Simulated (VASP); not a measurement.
**SiBN2: single point with PBE**

The system is SiBN2.

```
Si B N
1.0
     3.39338    0.00000    0.00000
    -1.69669    2.93876    0.00000
     0.00000    0.00000    5.84965
Si B N
1 1 2
Cartesian
  0.0000 0.0000 0.0000
  0.0000 0.0000 2.9248
  0.0000 0.0000 1.6101
  0.0000 0.0000 4.2396
```

The cell was generated, and may not be a known phase.

```json
{"Program": "VASP 6.6.1", "Task": "single point", "Functional": "PBE", "Potentials or basis": "VASP PAW PBE potentials, release 64 (Si, B, N)", "Cutoff": "600 eV", "k mesh": "7 × 7 × 4", "Occupations": "gaussian, width 0.2 eV", "Spin": "no spin polarisation"}
```

```yaml
Pressure: -0.1 GPa
Largest_force: 0.047 eV/Å
Band_gap_on_the_k_mesh: zero (an odd number of electrons rules out a gap without spin polarisation)
```

Forces in eV/Å, atoms in the order of the input:
```
Si   0.000  0.000  0.000
B    0.000  0.000  0.000
N    0.000  0.000  0.047
N    0.000  0.000 -0.047
```

Stress tensor (GPa, compression positive):
```
 0.00  0.00  0.00
 0.00  0.00  0.00
 0.00  0.00 -0.42
```

Levels at points of the mesh, in eV from the Fermi level:
```tsv
k point	band 6	band 7	band 8	band 9	band 10	band 11	band 12	band 13
(0.00, 0.00, 0.00)	-3.23	-1.58	-1.31	-1.31	4.41	4.41	5.13	7.85
(0.00, 0.00, 0.50)	-2.95	-1.88	-1.88	-1.08	4.21	6.72	6.72	7.08
```

It took 32 s on 1 thread of Intel Xeon 8259CL (shared host), peak memory 0.19 GiB.
